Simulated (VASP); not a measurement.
Here is a VASP 6.6.1 calculation.

File INCAR:

```
SYSTEM = Si8C6N
PREC = Accurate
ENCUT = 520
EDIFF = 1E-6
ISMEAR = 0
SIGMA = 0.02
LREAL = Auto
LASPH = .True.
NELM = 100
ALGO = Normal
ISIF = 2
LWAVE = .False.
LCHARG = .False.
GGA = PS
NELECT = 60.0
NBANDS = 44
```

The input KPOINTS:

```
regular mesh
0
Gamma
  2 3 3
  0 0 0
```

POSCAR

```
Si8C6N
1.0
   -3.0760000000     -5.3277880000      0.0000000000
    4.6140000000     -2.6638940000      0.0000000000
    0.0000000000      0.0000000000      5.0480000000
Si C N
8 6 1
Direct
    0.5003288972      0.3138126762     -0.0070639857
    0.5004414212      0.6450719141      0.4612113708
    0.2579680372      0.8166308371     -0.0016973059
    0.2225136590      0.1702659331      0.5075089144
    0.0003224736      0.3230860271      0.0154227417
    0.0005294664      0.6706817596      0.5454657290
    0.7424771756      0.8165144760     -0.0021798732
    0.7782778717      0.1696950007      0.5072838748
    0.5003861939      0.2857206182      0.3697052298
    0.5002132863      0.6494228584      0.8543547940
    0.2467355657      0.1521457738      0.8832194929
    0.0001212584      0.3847303838      0.3821032092
    0.0002753669      0.6549070283      0.9022333597
    0.7539453862      0.1520600364      0.8831081616
    0.0007542737      0.9524419476      0.4031533281
```

Potentials or basis: VASP PAW PBE potentials, release 64 (Si, C, N).

Launch:

```bash
$ cat potpaw_PBE.64/Si/POTCAR potpaw_PBE.64/C/POTCAR potpaw_PBE.64/N/POTCAR > POTCAR
$ mpirun -np 1 vasp_std > vasp.out
```

(1) Predict the largest force.

## Answers

(1) 0.048 eV/Å.

Caveat: the k points lie up to 0.51 Å⁻¹ apart; the cell carries a net charge on a neutralising background, which shifts energy and pressure; the PAW data sets were made with another functional, which shifts forces and pressure a little.
